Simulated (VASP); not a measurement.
# TiSi16 (a cell with a defect): single point with PBEsol

The system is TiSi16 (a cell with a defect).

```xyz
17
Lattice="0.0000 5.4300 5.4300 5.4300 0.0000 5.4300 5.4300 5.4300 0.0000" Properties=species:S:1:pos:R:3 pbc="T T T"
Si    0.0177    0.0242    0.0193
Si    1.3593    1.3651    1.3600
Si    2.6995    2.7060    0.0183
Si    4.0732    4.0807    1.3271
Si    2.6993    0.0234    2.7010
Si    4.0726    1.3322    4.0760
Si    5.4736    2.6794    2.6743
Si    6.8210    4.0791    4.0738
Si    0.0171    2.7054    2.7008
Si    1.3256    4.0796    4.0755
Si    2.6716    5.4800    2.6731
Si    4.0720    6.8264    4.0734
Si    2.6711    2.6777    5.4769
Si    4.0715    4.0780    6.8226
Si    5.4723    5.4776    5.4739
Si    6.7842    6.7926    6.7890
Ti    4.0713    4.0782    4.0744
```

| Property | Result |
| --- | --- |
| Program | VASP 6.6.1 |
| Task | single point |
| Functional | PBEsol |
| Potentials or basis | VASP PAW PBE potentials, release 64 (Si, Ti_sv) |
| Cutoff | 520 eV |
| k mesh | 2 × 2 × 2 |
| Occupations | gaussian, width 0.05 eV |
| Spin | no spin polarisation |

```yaml
Pressure: 2.1 GPa
Largest_force: 0.007 eV/Å
Band_gap_on_the_k_mesh: zero (bands 38 and 39 overlap by 0.41 eV)
```

Forces in eV/Å, atoms in the order of the input:
```
Si   0.003  0.004  0.002
Si  -0.003 -0.003 -0.002
Si   0.001 -0.003  0.000
Si  -0.001 -0.003  0.000
Si   0.001  0.004 -0.001
Si  -0.001 -0.002 -0.001
Si  -0.001  0.001  0.000
Si  -0.003 -0.002  0.000
Si   0.000 -0.002  0.001
Si   0.000 -0.002 -0.002
Si  -0.002  0.007  0.000
Si   0.000 -0.002  0.000
Si  -0.001  0.001  0.002
Si   0.000 -0.002 -0.002
Si  -0.001  0.005  0.002
Si   0.005 -0.004 -0.001
Ti   0.003  0.004  0.002
```

Levels at points of the mesh, in eV from the Fermi level:
| k point | band 33 | band 34 | band 35 | band 36 | band 37 | band 38 | band 39 | band 40 | band 41 | band 42 |
| --- | --- | --- | --- | --- | --- | --- | --- | --- | --- | --- |
| (0.00, 0.00, 0.00) | -1.66 | -0.95 | -0.95 | -0.95 | -0.38 | -0.38 | -0.37 | -0.13 | -0.12 | 0.22 |
| (0.50, 0.00, 0.00) | -1.93 | -1.93 | -1.30 | -1.30 | -0.27 | 0.03 | 0.04 | 0.44 | 0.44 | 0.79 |
| (0.00, 0.50, 0.00) | -1.93 | -1.93 | -1.30 | -1.30 | -0.27 | 0.03 | 0.04 | 0.44 | 0.44 | 0.79 |
| (0.00, 0.00, 0.50) | -1.93 | -1.93 | -1.30 | -1.30 | -0.27 | 0.03 | 0.04 | 0.44 | 0.44 | 0.79 |
| (0.50, 0.50, 0.50) | -1.93 | -1.93 | -1.30 | -1.30 | -0.27 | 0.03 | 0.03 | 0.44 | 0.44 | 0.79 |
| (0.50, 0.50, 0.00) | -2.41 | -1.94 | -1.94 | -1.82 | -0.71 | -0.04 | 0.59 | 0.59 | 1.09 | 1.33 |
| (0.00, 0.50, 0.50) | -2.41 | -1.94 | -1.94 | -1.82 | -0.71 | -0.04 | 0.59 | 0.59 | 1.09 | 1.33 |
| (0.50, 0.00, 0.50) | -2.41 | -1.94 | -1.94 | -1.82 | -0.71 | -0.04 | 0.59 | 0.59 | 1.09 | 1.33 |

Wall time 3 min on 1 thread of AMD EPYC 9R45 96-Core Processor (Zen 5), with other jobs on the host, peak memory 0.46 GiB.

Caveat: the k points lie up to 0.50 Å⁻¹ apart; the PAW data sets were made with another functional, which shifts forces and pressure a little.
